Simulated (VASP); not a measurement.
Mo: single point with PBE

Mo:

```xyz
1
Lattice="-1.4870 1.4870 1.7845 1.4870 -1.4870 1.7845 1.4870 1.4870 -1.7845" Properties=species:S:1:pos:R:3 pbc="T T T"
Mo    0.0000    0.0000    0.0000
```

This cell differs from its parent crystal: ratio of the length along z to the lengths across it x 1.2, volume and fractional coordinates fixed.

| Property | Result |
| --- | --- |
| Program | VASP 6.6.1 |
| Task | single point |
| Functional | PBE |
| Potentials or basis | VASP PAW PBE potentials, release 64 (Mo_sv) |
| Cutoff | 520 eV |
| k mesh | 30 × 30 × 30 |
| Occupations | gaussian, width 0.15 eV |
| Spin | no spin polarisation |

```
Pressure               : 3.7 GPa
Band gap on the k mesh : zero (bands 7 and 8 overlap by 4.71 eV)
```

Stress tensor (GPa, compression positive):
```
 13.41   0.00   0.00
  0.00  13.41   0.00
  0.00   0.00 -15.66
```

Levels at points of the mesh, in eV from the Fermi level:
```csv
k point,band 4,band 5,band 6,band 7,band 8,band 9,band 10,band 11
"(0.00, 0.00, 0.00)",-34.42,-7.11,-1.51,-1.51,0.23,0.28,2.41,13.23
"(0.50, 0.00, 0.00)",-34.47,-5.07,-2.35,0.05,1.35,3.00,4.35,11.12
"(0.50, 0.50, 0.00)",-34.64,-5.32,-4.35,2.72,3.24,3.33,4.90,11.89
"(0.50, 0.50, 0.50)",-35.16,-5.43,-4.99,3.71,4.27,4.27,6.12,10.70
```

It took 6.4 min on 1 thread of Intel(R) Xeon(R) Platinum 8375C CPU @ 2.90GHz (Ice Lake), with other jobs on the host, peak memory 0.47 GiB.

Caveat: the stress differs along the axes, from -16 to 13 GPa.
